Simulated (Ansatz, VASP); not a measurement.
# One calculation of Ni, two programs

The input INCAR:

```
PREC = Accurate
ENCUT = 520
EDIFF = 1E-6
ISMEAR = -1
SIGMA = 0.05
LREAL = False
LASPH = True
NELM = 150
ALGO = Normal
ISIF = 2
LWAVE = False
LCHARG = False
ISPIN = 2
MAGMOM = 1 1
LORBIT = 11
LMAXMIX = 4
NBANDS = 21
```

The input KPOINTS:

```
Automatic mesh
0
Gamma
  12 12 7
```

POSCAR

```
Ni
1.0
    2.3980492245      0.0000000000      0.0000000000
   -1.1990246123      2.0767715480      0.0000000000
    0.0000000000      0.0000000000      3.9896657190
Ni
2
Direct
    0.6666666667      0.3333333333      0.7500000000
    0.3333333333      0.6666666667      0.2500000000
```

File input.yaml:

```yaml
crystal:
  lattice:
    - [2.3980492245, 0.0, 0.0]
    - [-1.1990246123, 2.076771548, 0.0]
    - [0.0, 0.0, 3.989665719]
  atoms:
    - { symbol: Ni, position: [0.6666666667, 0.3333333333, 0.75], spin: 1.0 }
    - { symbol: Ni, position: [0.3333333333, 0.6666666667, 0.25], spin: 1.0 }
hamiltonian:
  xc: lda
  pseudopotentials: { kind: paw }
magnetization:
  spin_polarized: true
kpoints:
  mp_grid: { grid: [12, 12, 7] }
scf:
  occupations: { method: fermi_dirac, width: 0.05 }
output:
  forces: true
  stress: true
  eigenvalues: true
```

Alike in both runs: task single point; functional LDA; k mesh 12 × 12 × 7; occupations fermi-dirac, width 0.05 eV; collinear spin.

|  | VASP | Ansatz |
| --- | --- | --- |
| version | VASP 6.6.1 | Ansatz 0.2.0 |
| potentials or method | VASP PAW LDA potentials, release 64 (Ni) | Ansatz PAW |
| plane-wave cutoff (eV) | 520 | 420 |
| valence electrons in the cell | 20 | 36 |

Ansatz gave:

```
gap on the k mesh at the Fermi level (eV)                     : none
pressure (GPa)                                                : 3.3
traceless stress, the component that is largest in VASP (GPa) : -2.76
net moment per atom (μB)                                      : 0.58
size of the moment on the site where the two differ most (μB) : 0.61
```

Which values does VASP return?

gap on the k mesh at the Fermi level (eV): none; pressure (GPa): 3.0; traceless stress, the component that is largest in VASP (GPa): -2.46; net moment per atom (μB): 0.55; size of the moment on the site where the two differ most (μB): 0.55.

LDA's correlation is that of Perdew and Zunger in VASP and of Perdew and Wang (1992) in Ansatz. Site moments also hang on the region over which each program counts them. A gap of «none» marks a metal or a gap that the smearing closes. VASP's potentials hold 20 valence electrons a cell and Ansatz's 36, so a difference there can come from the potentials and not from the codes.
